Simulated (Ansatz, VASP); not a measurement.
# One calculation of Si, two programs

File INCAR:

```
ALGO = Normal ; EDIFF = 1E-6
ENCUT = 520 ; GGA = PS
ISIF = 2 ; ISMEAR = -1
LASPH = T ; LCHARG = T
LELF = T ; LREAL = F
LVHAR = T ; LWAVE = F
NBANDS = 21 ; NELM = 60
PREC = Accurate ; SIGMA = 0.02
```

The input KPOINTS:

```
k-points
0
Gamma
  9 9 4
```

Contents of POSCAR:

```
Si
1.0
    0.0000000000      2.7165779550     -2.7165779550
   -2.7165779550      0.0000000000      2.7165779550
    5.4331559100      5.4331559100      5.4331559100
Si
6
Direct
    0.3333333330      0.6666666670      0.2083333330
    0.6666666670      0.3333333330      0.5416666670
    0.0000000000      0.0000000000      0.8750000000
    0.0000000000      0.0000000000      0.1250000000
    0.3333333330      0.6666666670      0.4583333330
    0.6666666670      0.3333333330      0.7916666670
```

Input for Ansatz:

```yaml
crystal:
  lattice:
    - [0.0, 2.716577955, -2.716577955]
    - [-2.716577955, 0.0, 2.716577955]
    - [5.43315591, 5.43315591, 5.43315591]
  atoms:
    - { symbol: Si, position: [0.333333333, 0.666666667, 0.208333333] }
    - { symbol: Si, position: [0.666666667, 0.333333333, 0.541666667] }
    - { symbol: Si, position: [0.0, 0.0, 0.875] }
    - { symbol: Si, position: [0.0, 0.0, 0.125] }
    - { symbol: Si, position: [0.333333333, 0.666666667, 0.458333333] }
    - { symbol: Si, position: [0.666666667, 0.333333333, 0.791666667] }
kpoints:
  mp_grid: { grid: [9, 9, 4] }
scf:
  occupations: { method: fermi_dirac, width: 0.02 }
hamiltonian:
  xc: pbesol
  pseudopotentials: { kind: all_electron, lapw: { basis_error: 0.001 } }
output:
  forces: true
  stress: true
  eigenvalues: true
```

Alike in both runs: task single point; functional PBEsol; k mesh 9 × 9 × 4; occupations fermi-dirac, width 0.02 eV; no spin polarisation.

```csv
,VASP,Ansatz
version,VASP 6.6.1,Ansatz 0.2.0
potentials or method,"VASP PAW PBE potentials, release 64 (Si), cutoff 520 eV","all-electron LAPW, scalar-relativistic"
```

```tsv
	VASP	Ansatz	Ansatz less VASP
pressure (GPa)	0.1	0.0	-0.16
```

VASP's potentials were made for PBE, not for PBEsol. Ansatz ran all-electron here, and VASP with PAW potentials.
